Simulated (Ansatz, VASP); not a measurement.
**ZrB2: VASP beside Ansatz**

INCAR

```
PREC = Accurate
ENCUT = 520
EDIFF = 1E-7
ISMEAR = 0
SIGMA = 0.15
LREAL = F
LASPH = T
NELM = 80
ALGO = Normal
ISIF = 2
LWAVE = F
LCHARG = F
GGA = PS
NBANDS = 16
```

KPOINTS

```
regular mesh
0
Gamma
  15 15 12
```

The input POSCAR:

```
ZrB2
1.0
    3.1233000000      0.0000000000      0.0000000000
   -1.5616500000      2.7048571436      0.0000000000
    0.0000000000      0.0000000000      3.5652000000
Zr B
1 2
Direct
    0.0000000000      0.0000000000      0.0000000000
    0.3333333333      0.6666666667      0.5000000000
    0.6666666667      0.3333333333      0.5000000000
```

Input for Ansatz:

```yaml
crystal:
  lattice:
    - [3.1233, 0.0, 0.0]
    - [-1.56165, 2.7048571436, 0.0]
    - [0.0, 0.0, 3.5652]
  atoms:
    - { symbol: Zr, position: [0.0, 0.0, 0.0] }
    - { symbol: B, position: [0.3333333333, 0.6666666667, 0.5] }
    - { symbol: B, position: [0.6666666667, 0.3333333333, 0.5] }
basis:
  ecutwfc: 520.0
kpoints:
  mp_grid: { grid: [15, 15, 12] }
hamiltonian:
  xc: pbesol
scf:
  occupations: { method: gaussian, width: 0.15 }
output:
  forces: true
  stress: true
  eigenvalues: true
```

Alike in both runs: task single point; functional PBEsol; k mesh 15 × 15 × 12; occupations gaussian, width 0.15 eV; no spin polarisation.

|  | VASP | Ansatz |
| --- | --- | --- |
| version | VASP 6.6.1 | Ansatz 0.2.0 |
| potentials or method | VASP PAW PBE potentials, release 64 (Zr_sv, B), cutoff 520 eV | scalar-relativistic, plane waves, PAW |
| valence electrons in the cell | 18 | 18 |

|  | VASP | Ansatz | Ansatz less VASP |
| --- | --- | --- | --- |
| gap on the k mesh at the Fermi level (eV) | none | none | - |
| pressure (GPa) | 1.7 | 1.3 | -0.36 |
| traceless stress, the component that is largest in VASP (GPa) | -6.26 | -6.25 | +0.012 |

VASP's potentials were made for PBE, not for PBEsol. A gap of «none» marks a metal or a gap that the smearing closes.
